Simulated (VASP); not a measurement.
Here is a VASP 6.6.1 calculation.

Contents of INCAR:

```
ALGO     = Normal         # electronic algorithm
EDIFF    = 1E-6           # SCF threshold, eV
ENCUT    = 500            # plane-wave cutoff, eV
GGA      = PE             # functional
GGA_COMPAT= False        
ISIF     = 2              # what is computed and relaxed
ISMEAR   = 0              # smearing method
LASPH    = True           # aspherical terms in the spheres
LCHARG   = False          # write CHGCAR
LREAL    = False          # projectors in reciprocal space
LWAVE    = False          # write WAVECAR
NBANDS   = 13             # bands
NELM     = 120            # most SCF steps
PREC     = Accurate       # precision mode
SIGMA    = 0.15           # smearing width, eV
```

KPOINTS

```
k-points
0
Gamma
  26 26 26
```

File POSCAR:

```
W
1.0
   -1.5917793224      1.5758615292      1.5758615292
    1.5917793224     -1.6076971156      1.6076971156
    1.5917793224      1.6076971156     -1.6076971156
W
1
Direct
    0.0000000000      0.0000000000      0.0000000000
```

Potentials or basis: VASP PAW PBE potentials, release 64 (W_sv).

Run with:

```bash
$ cat potpaw_PBE.64/W_sv/POTCAR > POTCAR
$ mpirun -np 1 vasp_std > vasp.out
```

Question: Predict the pressure.

Answer: 0.6 GPa.

Question: What does it give for the band gap on the k mesh?

Answer: Zero (band 7 reaches 16.01 eV, above the bottom of band 8 at 10.10 eV).

Stress tensor (GPa, compression positive):
```
0.65 0.00 0.00
0.00 0.59 2.90
0.00 2.90 0.59
```

Caveat: the cell differs from its parent crystal (strain -0.0200 x Voigt [0, 0, 0, 1, 0, 0]); spin-orbit coupling is left out, which moves the levels of the heavy elements.
